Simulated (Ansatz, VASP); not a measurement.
# Tc: VASP beside Ansatz

The input INCAR:

```
SYSTEM = Tc
PREC = Accurate
ENCUT = 520
EDIFF = 1E-6
ISMEAR = 0
SIGMA = 0.05
LREAL = .False.
LASPH = .True.
NELM = 100
ALGO = Normal
ISIF = 2
LWAVE = .False.
LCHARG = .False.
GGA = PE
NBANDS = 12
```

File KPOINTS:

```
Automatic mesh
0
Gamma
  20 20 20
  0 0 0
```

Contents of POSCAR:

```
Tc
1.0
   -1.5516498693      1.5516498693      1.5516498693
    1.5516498693     -1.5516498693      1.5516498693
    1.5516498693      1.5516498693     -1.5516498693
Tc
1
Direct
    0.0000000000      0.0000000000      0.0000000000
```

Input for Ansatz:

```yaml
crystal:
  lattice:
    - [-1.5516498693, 1.5516498693, 1.5516498693]
    - [1.5516498693, -1.5516498693, 1.5516498693]
    - [1.5516498693, 1.5516498693, -1.5516498693]
  atoms:
    - { symbol: Tc, position: [0.0, 0.0, 0.0] }
basis:
  ecutwfc: 600
  ecutrho_ratio: 5
kpoints:
  mp_grid: { grid: [20, 20, 20] }
hamiltonian:
  xc: pbe
scf:
  occupations: { method: gaussian, width: 0.05 }
output:
  forces: true
  stress: true
  eigenvalues: true
```

Alike in both runs: task single point; functional PBE; k mesh 20 × 20 × 20; occupations gaussian, width 0.05 eV; no spin polarisation.

|  | VASP | Ansatz |
| --- | --- | --- |
| version | VASP 6.6.1 | Ansatz 0.2.0 |
| potentials or method | VASP PAW PBE potentials, release 64 (Tc_pv), cutoff 520 eV | scalar-relativistic, plane waves, PAW |
| valence electrons in the cell | 13 | 15 |

```csv
,VASP,Ansatz,Ansatz less VASP
gap on the k mesh at the Fermi level (eV),none,none,-
pressure (GPa),-6.9,-6.3,+0.64
```

A gap of «none» marks a metal or a gap that the smearing closes. VASP's potentials hold 13 valence electrons a cell and Ansatz's 15, so a difference there can come from the potentials and not from the codes.
